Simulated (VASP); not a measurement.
# MoS2 (P-3m1) in VASP: notebook

The runs below take MoS2 through relaxation of cell and atoms, single point, with PBEsol, PBEsol+D3(BJ), LDA, PBE.

Program: VASP 6.6.1. These are calculated values, not measurements. Logs are shortened: lines on timing, memory, paths and dates and some standing lists are left out, and cuts for length are marked.

## (1) The cell of the first run

It takes space group P-3m1 (No. 164, trigonal). The conventional cell has a = 3.227 Å, b = 3.227 Å, c = 6.312 Å, α = 90.00°, β = 90.00°, γ = 120.00°. Within 3.3 Å of Mo (site symmetry -3m) lie 6 S at 2.42 Å and 6 Mo at 3.23 Å. Within 3.3 Å of S (site symmetry 3m) lie 3 Mo at 2.42 Å and 6 S at 3.23 Å.

## (2) Relaxation of cell and atoms, PBEsol

The input, INCAR:

```
PREC = Accurate
ENCUT = 600
EDIFF = 1E-6
ISMEAR = -1
SIGMA = 0.05
LREAL = F
LASPH = T
NELM = 60
ALGO = Normal
ISIF = 3
LWAVE = F
LCHARG = F
GGA = PS
IBRION = 2
NSW = 60
EDIFFG = -0.01
```

The input, KPOINTS:

```
regular mesh
0
Gamma
  9 9 4
```

The input, POSCAR:

```
MoS2
1.0
    3.2274645616      0.0000000000      0.0000000000
   -1.6137322808      2.7950663001      0.0000000000
    0.0000000000      0.0000000000      6.3124734200
Mo S
1 2
Direct
    0.0000000000      0.0000000000      0.5000000000
    0.6666666667      0.3333333333      0.7446806800
    0.3333333333      0.6666666667      0.2553193200
```

Potentials or basis: VASP PAW PBE potentials, release 64 (Mo_sv, S).

Launch:

```console
cat potpaw_PBE.64/Mo_sv/POTCAR potpaw_PBE.64/S/POTCAR > POTCAR
mpirun -np 1 vasp_std > vasp.out
```

OUTCAR:

```text
PREC = Accurate
   ENCUT = 600
   EDIFF = 1E-6
   ISMEAR = -1
   LREAL = F
   LASPH = T
   NELM = 60
   ISIF = 3
   GGA = PS
   IBRION = 2
   NSW = 60
   EDIFFG = -0.01

 ion  position               nearest neighbor table
   1  0.000  0.000  0.500-   2 2.42   3 2.42   3 2.42   2 2.42   2 2.42   3 2.42
   2  0.667  0.333  0.745-   1 2.42   1 2.42   1 2.42
   3  0.333  0.667  0.255-   1 2.42   1 2.42   1 2.42

  LATTYP: Found a hexagonal cell.
 ALAT       =     3.2274645616
 C/A-ratio  =     1.9558614199

  Lattice vectors:

 A1 = (   3.2274645616,   0.0000000000,   0.0000000000)
 A2 = (  -1.6137322808,   2.7950663001,   0.0000000000)
 A3 = (   0.0000000000,   0.0000000000,   6.3124734200)

Analysis of symmetry for initial positions (statically):
=====================================================================
 Subroutine PRICEL returns:
 Original cell was already a primitive cell.

 Routine SETGRP: Setting up the symmetry group for a
 hexagonal supercell.

 Subroutine GETGRP returns: Found 12 space group operations
 (whereof 12 operations were pure point group operations)
 out of a pool of 24 trial point group operations.

The static configuration has the point symmetry D_3d.

Analysis of symmetry for dynamics (positions and initial velocities):
=====================================================================
 Subroutine PRICEL returns:
 Original cell was already a primitive cell.

 Routine SETGRP: Setting up the symmetry group for a
 hexagonal supercell.

 Subroutine GETGRP returns: Found 12 space group operations
 (whereof 12 operations were pure point group operations)
 out of a pool of 24 trial point group operations.

The dynamic configuration has the point symmetry D_3d.

 Subroutine INISYM returns: Found 12 space group operations
 (whereof 12 operations are pure point group operations),
 and found     1 'primitive' translations

----------------------------------------------------------------------------------------

                                     Primitive cell

  volume of cell :      56.9447

  direct lattice vectors                    reciprocal lattice vectors
     3.227464562  0.000000000  0.000000000     0.309840737  0.178886633  0.000000000
    -1.613732281  2.795066300  0.000000000     0.000000000  0.357773266  0.000000000
     0.000000000  0.000000000  6.312473420     0.000000000  0.000000000  0.158416509

  length of vectors
     3.227464562  3.227464562  6.312473420     0.357773266  0.357773266  0.158416509

  position of ions in fractional coordinates (direct lattice)
[... 107 lines left out ...]
   LHFCALC =     F    Hartree Fock is set to
   AEXX    =    0.0000 exact exchange contribution
   IVDW    =     0    specifies the selected vdW correction
   LEPSILON=     F    determine dielectric tensor
   LRPA    =     F    only Hartree local field effects (RPA)
 conjugate gradient relaxation of ions
 non-spin polarized calculation
  energy-cutoff  :      600.00
  volume of cell :       56.94
 maximum number of plane-waves:      1934
 NGX is ok and might be reduce to    28
   NGX = 13   NGY = 13   NGZ = 25

--------------------------------------- Ionic step        1  -------------------------------------------

 number of electron      26.0000002 magnetization

 Free energy of the ion-electron system (eV)
  ---------------------------------------------------
  ext. energy  EPLUGINS =         0.00000000
  ---------------------------------------------------
  free energy    TOTEN  =       -22.57634424 eV

  energy without entropy =      -22.56764646  energy(sigma->0) =      -22.57199535

------------------------ aborting loop because EDIFF is reached ----------------------------------------

  FORCE on cell =-STRESS in cart. coord.  units (eV):
  Direction    XX          YY          ZZ          XY          YZ          ZX
  --------------------------------------------------------------------------------------
  -------------------------------------------------------------------------------------
  Total       -1.6670247     -1.6670247     -0.3295420      0.0000000      0.0000000     -0.0000000
  in kB      -46.9028731    -46.9028731     -9.2718896      0.0000000      0.0000000     -0.0000000
  external PRESSURE =     -34.3592119 kB  Pullay stress =       0.0000000 kB
[... 92 lines left out ...]
  FREE ENERGIE OF THE ION-ELECTRON SYSTEM (eV)
  ---------------------------------------------------
  free  energy   TOTEN  =       -22.6024905576 eV

  energy  without entropy=      -22.5946073675  energy(sigma->0) =      -22.59854896

[... ionic steps 4 to 19 ...]

--------------------------------------- Ionic step       20  -------------------------------------------

 number of electron      26.0000000 magnetization

------------------------ aborting loop because EDIFF is reached ----------------------------------------
[... 69 lines left out ...]
--------------------------------------- Ionic step       22  -------------------------------------------

 number of electron      26.0000000 magnetization

 Free energy of the ion-electron system (eV)
  ---------------------------------------------------
  ext. energy  EPLUGINS =         0.00000000
  ---------------------------------------------------
  free energy    TOTEN  =       -22.63017381 eV

  energy without entropy =      -22.62168997  energy(sigma->0) =      -22.62593189

 E-fermi :   7.9984     XC(G=0): -11.1996

 val. band max:        7.9547425429   @ k =   0.0000   0.0000   0.0000
 cond. band min:       8.0466763321   @ k =   0.3333   0.2222   0.0000
 fundamental gap:      0.0919337892
 Fermi energy:         7.9983896397

 k-point     1 :       0.0000    0.0000    0.0000
  band No.  band energies     occupation
      1     -53.6376      2.00000
      2     -27.7618      2.00000
      3     -27.6237      2.00000
      4     -27.6237      2.00000
      5      -7.1795      2.00000
      6      -5.5248      2.00000
[... 457 lines left out ...]
      4     -27.6992      2.00000
      5      -5.7899      2.00000
      6      -5.3887      2.00000
[... 9 lines left out ...]
     16      10.7401      0.00000
     17      11.8095      0.00000

 [... further k-points ...]

------------------------ aborting loop because EDIFF is reached ----------------------------------------

  FORCE on cell =-STRESS in cart. coord.  units (eV):
  Direction    XX          YY          ZZ          XY          YZ          ZX
  --------------------------------------------------------------------------------------
  -------------------------------------------------------------------------------------
  Total        0.0179837      0.0179837      0.0015892      0.0000000      0.0000000     -0.0000000
  in kB        0.5541181      0.5541181      0.0489663      0.0000000      0.0000000     -0.0000000
  external PRESSURE =       0.3857342 kB  Pullay stress =       0.0000000 kB
[... 18 lines left out ...]
  FREE ENERGIE OF THE ION-ELECTRON SYSTEM (eV)
  ---------------------------------------------------
  free  energy   TOTEN  =       -22.6301738067 eV

  energy  without entropy=      -22.6216899745  energy(sigma->0) =      -22.62593189

 reached required accuracy - stopping structural energy minimisation
```

Wall time 12 min (1 thread of Intel Xeon 8259CL, shared host); peak memory 0.23 GiB.

What came out:

```yaml
Free_energy: -22.6302 eV
Relaxed_volume: 17.33 Å³/atom
Relaxed_cell: a = 3.148 Å, b = 3.148 Å, c = 6.058 Å, α = 90.00°, β = 90.00°, γ = 120.00°
Space_group_after_relaxing_to_0.1_Å: P-3m1 (No. 164)
Energy_gained_by_relaxing: 17.9 meV/atom
Ionic_steps: 22
Pressure_after_relaxing: 0.0 GPa
Largest_force_after_relaxing: 0.009 eV/Å
Band_gap_on_the_k_mesh: zero (bands 13 and 14 overlap by 1.08 eV)
```

Forces in eV/Å, atoms in the order of the input:
```
Mo   0.000  0.000  0.000
S    0.000  0.000 -0.009
S    0.000  0.000  0.009
```

Step by step:
| step | energy change (eV) | largest force (eV/Å) | pressure (GPa) | volume (Å³) |
| --- | --- | --- | --- | --- |
| 1 | 0.0000 | 0.0256 | -3.44 | 56.94 |
| 2 | -0.0092 | 0.8525 | 4.81 | 53.65 |
| 3 | -0.0261 | 0.4705 | 0.89 | 55.08 |
| 4 | -0.0473 | 0.0934 | 0.00 | 54.49 |
| 5 | -0.0478 | 0.0316 | -0.14 | 54.38 |
| 6 | -0.0478 | 0.0239 | -0.18 | 54.37 |
| 7 | -0.0480 | 0.0517 | 0.12 | 54.19 |
| 8 | -0.0481 | 0.0638 | 0.24 | 54.11 |
| 9 | -0.0482 | 0.0574 | 0.21 | 54.08 |
| 10 | -0.0486 | 0.0403 | 0.11 | 54.00 |
| 11 | -0.0493 | 0.0052 | -0.04 | 53.82 |
| 12 | -0.0500 | 0.0650 | -0.36 | 53.48 |
| 13 | -0.0501 | 0.0917 | -0.48 | 53.35 |
| 14 | -0.0502 | 0.0900 | -0.45 | 53.30 |
| 15 | -0.0506 | 0.0835 | -0.34 | 53.15 |
| 16 | -0.0512 | 0.0713 | -0.13 | 52.85 |
| 17 | -0.0516 | 0.0454 | 0.32 | 52.25 |
| 18 | -0.0520 | 0.0432 | 0.29 | 52.23 |
| 19 | -0.0530 | 0.0355 | 0.20 | 52.15 |
| 20 | -0.0538 | 0.0154 | 0.01 | 51.99 |
| 21 | -0.0538 | 0.0156 | 0.02 | 51.99 |
| 22 | -0.0538 | 0.0091 | 0.04 | 52.00 |

Final structure:
```
Mo S
1.0
     3.14812    0.00000    0.00000
    -1.57406    2.72635    0.00000
     0.00000    0.00000    6.05834
Mo S
1 2
Direct
  0.00000 0.00000 0.50000
  0.66667 0.33333 0.76097
  0.33333 0.66667 0.23903
```

Caveat: the PAW data sets were made with another functional, which shifts forces and pressure a little; this functional lacks dispersion, which binds the layers, so the pressure and a relaxed spacing across them are unreliable.

## (3) Relaxation of cell and atoms, PBEsol+D3(BJ)

The input, INCAR:

```
SYSTEM = MoS2
ALGO     = Normal         ! electronic algorithm
EDIFF    = 1E-7           ! SCF threshold, eV
EDIFFG   = -0.01          ! ionic threshold
ENCUT    = 600            ! plane-wave cutoff, eV
GGA      = PS             ! functional
IBRION   = 2              ! ionic algorithm
ISIF     = 3              ! what is computed and relaxed
ISMEAR   = -1             ! smearing method
IVDW     = 12             ! dispersion correction
LASPH    = .True.         ! aspherical terms in the spheres
LCHARG   = .False.        ! write CHGCAR
LREAL    = .False.        ! projectors in reciprocal space
LWAVE    = .False.        ! write WAVECAR
NELM     = 60             ! most SCF steps
NSW      = 60             ! ionic steps
PREC     = Accurate       ! precision mode
SIGMA    = 0.05           ! smearing width, eV
```

The input, KPOINTS:

```
k-points
0
Gamma
  9 9 4
  0 0 0
```

POSCAR is that of step 2.

Potentials or basis: VASP PAW PBE potentials, release 64 (Mo_sv, S).

Launch:

```console
cat potpaw_PBE.64/Mo_sv/POTCAR potpaw_PBE.64/S/POTCAR > POTCAR
mpirun -np 1 vasp_std > vasp.out
```

It took 24 min on 1 thread of Intel Xeon 8259CL, shared host; peak memory 0.25 GiB.

Results (log left out):

| Quantity | Value |
| --- | --- |
| Free energy | -23.8248 eV |
| Relaxed volume | 15.84 Å³/atom |
| Relaxed cell | a = 3.136 Å, b = 3.136 Å, c = 5.581 Å, α = 90.00°, β = 90.00°, γ = 120.00° |
| Space group after relaxing (to 0.1 Å) | P-3m1 (No. 164) |
| Energy gained by relaxing | 73.9 meV/atom |
| Ionic steps | 35 |
| Pressure after relaxing | 0.0 GPa |
| Band gap on the k mesh | zero (bands 13 and 14 overlap by 1.31 eV) |
| Dispersion energy per atom | -0.416 eV |

The path:
```tsv
step	energy change (eV)	largest force (eV/Å)	pressure (GPa)	volume (Å³)
1	0.0000	0.0419	-6.43	56.94
2	0.0234	1.9019	10.59	50.88
3	-0.0667	0.8414	0.50	54.03
4	-0.1230	0.4243	-0.13	52.75
5	-0.1342	0.0923	-0.53	51.77
6	-0.1346	0.1538	-0.49	51.94
7	-0.1451	0.2127	0.13	51.36
8	-0.1683	0.3958	2.32	49.64
9	-0.1594	0.7718	8.51	46.23
10	-0.1725	0.6166	5.19	48.02
11	-0.1741	0.6029	5.13	47.98
12	-0.1787	0.5617	4.95	47.86
13	-0.1870	0.4795	4.61	47.62
14	-0.1997	0.3182	4.00	47.14
15	-0.2075	0.0127	3.13	46.15
16	-0.2080	0.0612	3.26	46.30
17	-0.2118	0.0238	2.53	46.57
18	-0.2179	0.0876	0.47	47.36
19	-0.2182	0.1181	-0.08	47.59
20	-0.2190	0.0901	-0.01	47.61
21	-0.2204	0.0062	0.21	47.69
22	-0.2199	0.1611	0.65	47.84
23	-0.2208	0.0576	0.38	47.75
24	-0.2210	0.0307	0.00	47.84
25	-0.2210	0.0198	-0.15	47.88
26	-0.2211	0.0235	-0.13	47.87
27	-0.2213	0.0353	-0.07	47.83
28	-0.2214	0.0590	0.05	47.75
29	-0.2215	0.0484	-0.01	47.74
30	-0.2216	0.0175	-0.20	47.71
31	-0.2216	0.0081	-0.26	47.70
32	-0.2217	0.0096	-0.13	47.63
33	-0.2217	0.0115	0.02	47.55
34	-0.2217	0.0119	0.05	47.53
35	-0.2217	0.0004	-0.01	47.53
```

Final structure:
```yaml
crystal:
  lattice:
    - [3.13590, 0.00000, 0.00000]
    - [-1.56795, 2.71577, 0.00000]
    - [0.00000, 0.00000, 5.58134]
  atoms:
    - { symbol: Mo, position: [0.00000, 0.00000, 0.50000] }
    - { symbol: S, position: [0.66667, 0.33333, 0.78131] }
    - { symbol: S, position: [0.33333, 0.66667, 0.21869] }
```

Levels at points of the mesh, in eV from the Fermi level:
```csv
k point,band 9,band 10,band 11,band 12,band 13,band 14,band 15,band 16,band 17
"(0.00, 0.00, 0.00)",-4.03,-1.64,-0.94,-0.94,-0.82,-0.06,-0.06,2.86,2.86
"(0.00, 0.00, 0.50)",-3.97,-3.97,-0.98,-0.98,-0.45,-0.45,0.33,3.63,3.63
```

Caveat: the volume moved by over 15 % at a fixed basis, so the end points are rough; the PAW data sets were made with another functional, which shifts forces and pressure a little.

## (4) Single point, LDA, non-collinear spin, zero start, spin-orbit coupling

The input, INCAR:

```
SYSTEM = MoS2
PREC = Accurate
ENCUT = 520
EDIFF = 1E-6
ISMEAR = -1
SIGMA = 0.05
LREAL = .FALSE.
LASPH = .TRUE.
NELM = 150
ALGO = Normal
ISIF = 2
LWAVE = .FALSE.
LCHARG = .FALSE.
LNONCOLLINEAR = .TRUE.
MAGMOM = 0 0 0 0 0 0 0 0 0
LORBIT = 11
LSORBIT = .TRUE.
GGA_COMPAT = .FALSE.
LORBMOM = .TRUE.
LMAXMIX = 4
NBANDS = 39
```

The input, KPOINTS:

```
regular mesh
0
G
  7 7 3
  0 0 0
```

POSCAR is that of step 3.

Potentials or basis: VASP PAW LDA potentials, release 64 (Mo_sv, S).

Launch:

```console
cat potpaw_LDA.64/Mo_sv/POTCAR potpaw_LDA.64/S/POTCAR > POTCAR
mpirun -np 1 vasp_ncl > vasp.out
```

Run time: 1.8 min. Hardware: 1 thread of Intel Xeon 8259CL, shared host; peak memory 0.26 GiB.

Results (log left out):

```yaml
Free_energy: -23.6517 eV
Pressure: -5.6 GPa
Largest_force: 0.152 eV/Å
Net_moment: 0.00 μB per cell
Valence_electrons_inside_the_program's_atomic_spheres: Mo 12.41; S 3.68
```

Forces on the atoms (eV/Å):
```
Mo   0.000  0.000  0.000
S    0.000  0.000 -0.152
S    0.000  0.000  0.152
```

Stress tensor (GPa, compression positive):
```
-6.60  0.00  0.00
 0.00 -6.60  0.00
 0.00  0.00 -3.62
```

Moments on the atoms (μB; x, y, z):
```
Mo  0.00 0.00 0.00
S   0.00 0.00 0.00
S   0.00 0.00 0.00
```

Caveat: the cell stands under tension.

## (5) Single point, PBE

The input, INCAR:

```
SYSTEM = MoS2
PREC = Accurate ; ENCUT = 520
EDIFF = 1E-6 ; ISMEAR = -1
SIGMA = 0.05 ; LREAL = .False.
LASPH = .True. ; NELM = 60
ALGO = Normal ; ISIF = 2
LWAVE = .False. ; LCHARG = .False.
GGA = PE ; NBANDS = 20
```

The input, KPOINTS:

```
Automatic mesh
0
Gamma
  3 3 2
  0 0 0
```

POSCAR is that of step 4.

Potentials or basis: VASP PAW PBE potentials, release 64 (Mo_sv, S).

Launch:

```console
cat potpaw_PBE.64/Mo_sv/POTCAR potpaw_PBE.64/S/POTCAR > POTCAR
mpirun -np 1 vasp_std > vasp.out
```

Run time: 9.8 s. Hardware: 1 thread of Intel Xeon 8259CL, shared host; peak memory 0.16 GiB.

Results (log left out):

| Item | Value |
| --- | --- |
| Free energy | -21.1488 eV |
| Pressure | 1.3 GPa |
| Largest force | 0.192 eV/Å |
| Band gap on the k mesh | zero (bands 13 and 14 overlap by 0.88 eV) |

Forces on the atoms (eV/Å):
```
Mo   0.000  0.000  0.000
S    0.000  0.000 -0.192
S    0.000  0.000  0.192
```

Stress tensor (GPa, compression positive):
```
1.64 0.00 0.00
0.00 1.64 0.00
0.00 0.00 0.71
```

Levels at points of the mesh, in eV from the Fermi level:
```csv
k point,band 11,band 12,band 13,band 14,band 15,band 16
"(0.00, 0.00, 0.00)",-1.17,-1.08,-1.08,-0.33,-0.33,3.13
"(0.00, 0.00, 0.50)",-1.09,-1.09,-0.40,-0.40,-0.19,3.29
```

Caveat: the k points lie up to 0.75 Å⁻¹ apart, too coarse for converged energies and pressures of a metal; this functional lacks dispersion, which binds the layers, so the pressure and a relaxed spacing across them are unreliable.

## (6) Summary

```tsv
task	level	potentials or basis	spin	cell	k mesh	cutoff (eV)	gap on the mesh (eV)	pressure (GPa)	relaxed volume (Å³/atom)	largest force (eV/Å)
relaxation of cell and atoms	PBEsol	VASP PAW PBE potentials, release 64 (Mo_sv, S)	off	relaxed	9 × 9 × 4	600	none	0.0	17.33	0.01
relaxation of cell and atoms	PBEsol+D3(BJ)	VASP PAW PBE potentials, release 64 (Mo_sv, S)	off	relaxed	9 × 9 × 4	600	none	0.0	15.84	-
single point	LDA	VASP PAW LDA potentials, release 64 (Mo_sv, S)	non-collinear, zero start, SOC	as given	7 × 7 × 3	520	-	-5.6	-	0.15
single point	PBE	VASP PAW PBE potentials, release 64 (Mo_sv, S)	off	as given	3 × 3 × 2	520	none	1.3	-	0.19
```

Alike in all rows: smearing fermi-dirac 0.05 eV.

Caveats: some runs use coarse meshes; the PAW data sets were made with another functional, which shifts forces and pressure a little (at least some runs); this functional lacks dispersion, which binds the layers, so the pressure and a relaxed spacing across them are unreliable (at least some runs); the volume moved by over 15 % at a fixed basis, so the end points are rough (at least some runs); the cell stands under tension (at least some runs).

Absolute energies hang on the potentials; compare differences alone.
